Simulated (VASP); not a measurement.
# Y3GaC (Pm-3m) in VASP: further runs, part 2 of 2

VASP 6.6.1. Earlier steps stand in the parts before.

## 3. Single point, LDA

File INCAR:

```
SYSTEM = Y3GaC
PREC     = Accurate       ! precision mode
ENCUT    = 520            ! plane-wave cutoff, eV
EDIFF    = 1E-6           ! SCF threshold, eV
ISMEAR   = 0              ! smearing method
SIGMA    = 0.1            ! smearing width, eV
LREAL    = .False.        ! projectors in reciprocal space
LASPH    = .True.         ! aspherical terms in the spheres
NELM     = 60             ! most SCF steps
ALGO     = Normal         ! electronic algorithm
ISIF     = 2              ! what is computed and relaxed
LWAVE    = .False.        ! write WAVECAR
LCHARG   = .True.         ! write CHGCAR
GGA      = CA             ! functional
LELF     = .True.         ! ELF
LVHAR    = .True.       
NBANDS   = 33             ! bands
```

File KPOINTS:

```
regular mesh
0
Gamma
  3 3 3
  0 0 0
```

File POSCAR:

```
Y3GaC
1.0
    4.8542860000      0.0000000000      0.0000000000
    0.0000000000      4.8542860000      0.0000000000
    0.0000000000      0.0000000000      4.8542860000
Y Ga C
3 1 1
Direct
    0.5000000000      0.0000000000      0.5000000000
    0.5000000000      0.5000000000      0.0000000000
    0.0000000000      0.5000000000      0.5000000000
    0.0000000000      0.0000000000      0.0000000000
    0.5000000000      0.5000000000      0.5000000000
```

Potentials or basis: VASP PAW LDA potentials, release 64 (Y_sv, Ga_d, C).

On the command line:

```sh
> cat potpaw_LDA.64/Y_sv/POTCAR potpaw_LDA.64/Ga_d/POTCAR potpaw_LDA.64/C/POTCAR > POTCAR
> mpirun -np 1 vasp_std > vasp.out
```

It took 9.1 s on 1 thread of Intel Xeon 6975P-C (Granite Rapids), shared host; peak memory 0.18 GiB.

Results (log left out):

| Property | Result |
| --- | --- |
| Free energy | -37.0045 eV |
| Pressure | -4.4 GPa |
| Band gap on the k mesh | zero (filled and empty bands touch) |

Levels at points of the mesh, in eV from the Fermi level:
| k point | band 22 | band 23 | band 24 | band 25 | band 26 | band 27 | band 28 | band 29 |
| --- | --- | --- | --- | --- | --- | --- | --- | --- |
| (0.00, 0.00, 0.00) | -0.15 | -0.15 | -0.15 | 0.01 | 0.01 | 0.01 | 1.97 | 1.97 |

Caveat: the k points lie up to 0.43 Å⁻¹ apart.

## 4. Single point, LDA

File INCAR:

```
SYSTEM = Y3GaC
ALGO = Normal
EDIFF = 1E-6
ENCUT = 520
ISIF = 2
ISMEAR = 0
LASPH = .TRUE.
LCHARG = .FALSE.
LREAL = .FALSE.
LWAVE = .FALSE.
NBANDS = 33
NELM = 100
PREC = Accurate
SIGMA = 0.1
```

File KPOINTS:

```
k-points
0
G
  4 4 4
  0 0 0
```

POSCAR is that of step 3.

Potentials or basis: VASP PAW LDA potentials, release 64 (Y_sv, Ga_d, C).

On the command line:

```sh
> cat potpaw_LDA.64/Y_sv/POTCAR potpaw_LDA.64/Ga_d/POTCAR potpaw_LDA.64/C/POTCAR > POTCAR
> mpirun -np 1 vasp_std > vasp.out
```

OUTCAR:

```text
SYSTEM = Y3GaC
   EDIFF = 1E-6
   ENCUT = 520
   ISIF = 2
   ISMEAR = 0
   LASPH = .TRUE.
   LREAL = .FALSE.
   NELM = 100
   PREC = Accurate

 ion  position               nearest neighbor table
   1  0.500  0.000  0.500-   5 2.43   5 2.43   4 3.43   2 3.43   2 3.43   4 3.43   2 3.43   3 3.43
                             3 3.43   2 3.43   3 3.43   4 3.43   4 3.43   3 3.43
   2  0.500  0.500  0.000-   5 2.43   5 2.43   4 3.43   1 3.43   1 3.43   3 3.43   3 3.43   1 3.43
[... 553 lines left out ...]
  -------------------------------------------------------------------------------------
  Total       -3.1765228     -3.1765228     -3.1765228     -0.0000000      0.0000000     -0.0000000
  in kB      -44.4924657    -44.4924657    -44.4924657     -0.0000000      0.0000000     -0.0000000
  external PRESSURE =     -44.4924657 kB  Pullay stress =       0.0000000 kB

 VOLUME and BASIS-vectors are now :
 -----------------------------------------------------------------------------
  energy-cutoff  :      520.00
  volume of cell :      114.39
      direct lattice vectors                 reciprocal lattice vectors
     4.854286000  0.000000000  0.000000000     0.206003519  0.000000000  0.000000000
     0.000000000  4.854286000  0.000000000     0.000000000  0.206003519  0.000000000
     0.000000000  0.000000000  4.854286000     0.000000000  0.000000000  0.206003519

 POSITION                                       TOTAL-FORCE (eV/Angst)
 -----------------------------------------------------------------------------------
      2.42714      0.00000      2.42714         0.000000      0.000000      0.000000
      2.42714      2.42714      0.00000         0.000000      0.000000      0.000000
      0.00000      2.42714      2.42714         0.000000      0.000000      0.000000
      0.00000      0.00000      0.00000         0.000000      0.000000      0.000000
      2.42714      2.42714      2.42714         0.000000      0.000000      0.000000
 -----------------------------------------------------------------------------------
    total drift:                                0.000000      0.000000      0.000000

  FREE ENERGIE OF THE ION-ELECTRON SYSTEM (eV)
  ---------------------------------------------------
  free  energy   TOTEN  =       -37.0182197735 eV

  energy  without entropy=      -37.0095037804  energy(sigma->0) =      -37.01386178
```

OSZICAR:

```text
N       E                     dE             d eps       ncg     rms          rms(c)
DAV:   1     0.356213199632E+03    0.35621E+03   -0.24386E+04   733   0.177E+03
DAV:   2     0.401234200136E+01   -0.35220E+03   -0.33502E+03   692   0.443E+02
DAV:   3    -0.406213975641E+02   -0.44634E+02   -0.43369E+02  1045   0.114E+02
DAV:   4    -0.437411278983E+02   -0.31197E+01   -0.30874E+01   877   0.261E+01
DAV:   5    -0.439729520862E+02   -0.23182E+00   -0.23148E+00  1039   0.638E+00    0.516E+01
DAV:   6    -0.372354739042E+02    0.67375E+01   -0.36045E+01   738   0.175E+01    0.445E+01
DAV:   7    -0.370715760465E+02    0.16390E+00   -0.37382E+00   876   0.639E+00    0.284E+01
DAV:   8    -0.370362290476E+02    0.35347E-01   -0.67626E-01   856   0.427E+00    0.614E+00
DAV:   9    -0.370195304278E+02    0.16699E-01   -0.13552E-01   895   0.169E+00    0.126E+00
DAV:  10    -0.370183767983E+02    0.11536E-02   -0.78889E-03   865   0.524E-01    0.665E-01
DAV:  11    -0.370182477766E+02    0.12902E-03   -0.14545E-03   975   0.230E-01    0.853E-02
DAV:  12    -0.370182186734E+02    0.29103E-04   -0.14608E-04  1009   0.574E-02    0.294E-02
DAV:  13    -0.370182202585E+02   -0.15851E-05   -0.14458E-05   844   0.174E-02    0.391E-02
DAV:  14    -0.370182197735E+02    0.48494E-06   -0.57807E-06   679   0.103E-02
   1 F= -.37018220E+02 E0= -.37013862E+02  d E =-.871599E-02
```

Run time: 14 s. Hardware: 1 thread of Intel Xeon 6975P-C (Granite Rapids), shared host; peak memory 0.2 GiB.

Results:

* Free energy: -37.0182 eV
* Pressure: -4.4 GPa
* Band gap on the k mesh: zero (filled and empty bands touch)

## 5. Single point, LDA

File INCAR:

```
PREC     = Accurate       # precision mode
ENCUT    = 520            # plane-wave cutoff, eV
EDIFF    = 1E-7           # SCF threshold, eV
ISMEAR   = 0              # smearing method
SIGMA    = 0.1            # smearing width, eV
LREAL    = F              # projectors in reciprocal space
LASPH    = T              # aspherical terms in the spheres
NELM     = 80             # most SCF steps
ALGO     = Normal         # electronic algorithm
ISIF     = 2              # what is computed and relaxed
LWAVE    = F              # write WAVECAR
LCHARG   = T              # write CHGCAR
LELF     = T              # ELF
LVHAR    = T            
NBANDS   = 33             # bands
```

File KPOINTS:

```
regular mesh
0
Gamma
  5 5 5
```

POSCAR is that of step 4.

On the command line:

```sh
> cat potpaw_LDA.64/Y_sv/POTCAR potpaw_LDA.64/Ga_d/POTCAR potpaw_LDA.64/C/POTCAR > POTCAR
> mpirun -np 1 vasp_std > vasp.out
```

It took 17 s on 1 thread of Intel Xeon 6975P-C (Granite Rapids), shared host; peak memory 0.2 GiB.

Results (log left out):

- Free energy: -37.0353 eV
- Pressure: -4.5 GPa
- Band gap on the k mesh: zero (band 25 reaches 3.26 eV, above the bottom of band 26 at 3.25 eV)

Levels at points of the mesh, in eV from the Fermi level:
```csv
k point,band 22,band 23,band 24,band 25,band 26,band 27,band 28,band 29
"(0.00, 0.00, 0.00)",-0.19,-0.19,-0.19,-0.01,-0.01,-0.01,1.95,1.95
```

## 6. Single point, LDA

File INCAR:

```
SYSTEM = Y3GaC
ALGO = Normal ; EDIFF = 1E-6
ENCUT = 520 ; ISIF = 2
ISMEAR = 0 ; LASPH = .True.
LCHARG = .False. ; LREAL = .False.
LWAVE = .False. ; NBANDS = 33
NELM = 80 ; PREC = Accurate
SIGMA = 0.1
```

File KPOINTS:

```
k-points
0
Gamma
  6 6 6
  0 0 0
```

POSCAR is that of step 5.

Potentials or basis: VASP PAW LDA potentials, release 64 (Y_sv, Ga_d, C).

On the command line:

```sh
> cat potpaw_LDA.64/Y_sv/POTCAR potpaw_LDA.64/Ga_d/POTCAR potpaw_LDA.64/C/POTCAR > POTCAR
> mpirun -np 1 vasp_std > vasp.out
```

It took 25 s on 1 thread of Intel Xeon 6975P-C (Granite Rapids), shared host; peak memory 0.22 GiB.

The run converged. Its results:

```yaml
Free_energy: -37.0430 eV
Pressure: -4.5 GPa
Band_gap_on_the_k_mesh: zero (band 25 reaches 3.27 eV, above the bottom of band 26 at 3.26 eV)
```

Levels at points of the mesh, in eV from the Fermi level:
```
           k point  band 21  band 22  band 23  band 24  band 25  band 26  band 27  band 28  band 29  band 30
(0.00, 0.00, 0.00)    -0.37    -0.20    -0.20    -0.20    -0.02    -0.02    -0.02     1.95     1.95     1.95
(0.50, 0.00, 0.00)    -2.19    -0.77    -0.77    -0.26    -0.26     0.40     1.02     2.17     2.54     2.93
(0.50, 0.50, 0.00)    -3.11    -1.35    -1.01    -1.01    -0.51     1.83     1.83     2.03     2.03     2.14
(0.50, 0.50, 0.50)    -3.36    -3.36    -0.12    -0.12    -0.12     1.56     1.56     1.56     2.13     2.13
```

## 7. Summary

```csv
k mesh,gap on the mesh (eV),pressure (GPa)
2 × 2 × 2,none,-3.6
3 × 3 × 3,none,-4.4
4 × 4 × 4,none,-4.4
5 × 5 × 5,none,-4.5
6 × 6 × 6,none,-4.5
```

Alike in all rows: task single point; level LDA; potentials or basis VASP PAW LDA potentials, release 64 (Y_sv, Ga_d, C); no spin polarisation; cell as given; cutoff (eV) 520; smearing gaussian 0.1 eV.

Caveats: some runs use coarse meshes.

Absolute energies hang on the potentials; compare differences alone.
